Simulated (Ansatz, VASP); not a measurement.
## Two plane-wave programs on SiC

POSCAR

```
SiC
1.0
    0.0000000000      2.2189852004      2.2189852004
    2.1781449820      0.0408402184      2.1781449820
    2.1781449820      2.1781449820      0.0408402184
Si C
1 1
Direct
    0.0000000000      0.0000000000      0.0000000000
    0.7500000000      0.7500000000      0.7500000000
```

INCAR.step1

```
PREC = Accurate
ENCUT = 520
ISMEAR = 0
SIGMA = 0.05
LREAL = F
LASPH = T
NELM = 60
NBANDS = 11
GGA = PE
ALGO = Normal
EDIFF = 1E-4
LWAVE = T
LCHARG = F
```

INCAR.step2

```
PREC = Accurate
ENCUT = 520
EDIFF = 1E-7
ISMEAR = 0
SIGMA = 0.05
LREAL = F
LASPH = T
NELM = 60
ALGO = Normal
ISIF = 2
LWAVE = F
LCHARG = T
METAGGA = R2SCAN
LMIXTAU = T
LELF = T
LVHAR = T
NBANDS = 11
ISTART = 1
```

The input KPOINTS:

```
regular mesh
0
Gamma
  10 10 10
```

Input for Ansatz:

```yaml
crystal:
  lattice:
    - [0.0, 2.2189852004, 2.2189852004]
    - [2.178144982, 0.0408402184, 2.178144982]
    - [2.178144982, 2.178144982, 0.0408402184]
  atoms:
    - { symbol: Si, position: [0.0, 0.0, 0.0] }
    - { symbol: C, position: [0.75, 0.75, 0.75] }
basis:
  ecutwfc: 500
kpoints:
  mp_grid: { grid: [10, 10, 10] }
hamiltonian:
  xc: r2scan
scf:
  occupations: { method: gaussian, width: 0.05 }
output:
  forces: true
  stress: true
  eigenvalues: true
```

Change from the starting cell: strain +0.0375 x Voigt [0, 0, 0, 1, 0, 0], atoms carried along.

Alike in both runs: task single point; functional r2SCAN; k mesh 10 × 10 × 10; occupations gaussian, width 0.05 eV; no spin polarisation.

|  | VASP | Ansatz |
| --- | --- | --- |
| version | VASP 6.6.1 | Ansatz 0.2.0 |
| potentials or method | VASP PAW PBE potentials, release 64 (Si, C), cutoff 520 eV | scalar-relativistic, plane waves, PAW |
| valence electrons in the cell | 8 | 8 |

|  | VASP | Ansatz | Ansatz less VASP |
| --- | --- | --- | --- |
| gap on the k mesh at the Fermi level (eV) | 1.55 | 1.54 | -0.010 |
| least direct gap on the mesh (eV) | 4.70 | 4.69 | -0.011 |
| pressure (GPa) | 0.2 | 0.4 | +0.19 |
| traceless stress, the component that is largest in VASP (GPa) | -10.72 | -10.67 | +0.046 |
| rms of the force components (eV/Å) | 0.165 | 0.166 | +0.0014 |

VASP's potentials were made for PBE, not for r2SCAN. Atom by atom the forces differ by 0.001 eV/Å (rms over components).
